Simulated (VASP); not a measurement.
MoH4, 5 atoms in the cell. Symmetry: P6/mmm, No. 191, hexagonal system. Conventional cell: a = 2.970 Å, b = 2.970 Å, c = 6.414 Å, α = 90.00°, β = 90.00°, γ = 120.00°. H (site symmetry 3m) has 3 H at 1.71 Å within 2.3 Å. Mo (site symmetry 6/mmm) has 12 H at 2.35 Å and 6 Mo at 2.97 Å within 3.1 Å. 

* Program: VASP 6.6.1
* Task: relaxation of cell and atoms
* Functional: PBE
* Potentials or basis: VASP PAW PBE potentials, release 64 (H, Mo_sv)
* Cutoff: 600 eV
* k mesh: 6 × 6 × 4
* Occupations: gaussian, width 0.1 eV
* Spin: no spin polarisation
* Dipole correction: no
* Further INCAR settings: ALGO = Normal; EDIFF = 1e-06; IBRION = 2; EDIFFG = -0.04; NSW = 90; ISIF = 3

Potentials or basis: VASP PAW PBE potentials, release 64 (H, Mo_sv).

Launch:

```sh
$ cat potpaw_PBE.64/H/POTCAR potpaw_PBE.64/Mo_sv/POTCAR > POTCAR
$ mpirun -np 1 vasp_std > vasp.out
```

Hardware: 1 thread of AMD EPYC 7R43 64-Core Processor (Zen 3), with other jobs on the host.

Q: How long does it take, and how much memory?

A: Run time: 62 s on 1 thread of AMD EPYC 7R43 64-Core Processor (Zen 3), on a shared host, peak memory 0.16 GiB. Counts: scf iterations 50, k points 21, ion steps 5.
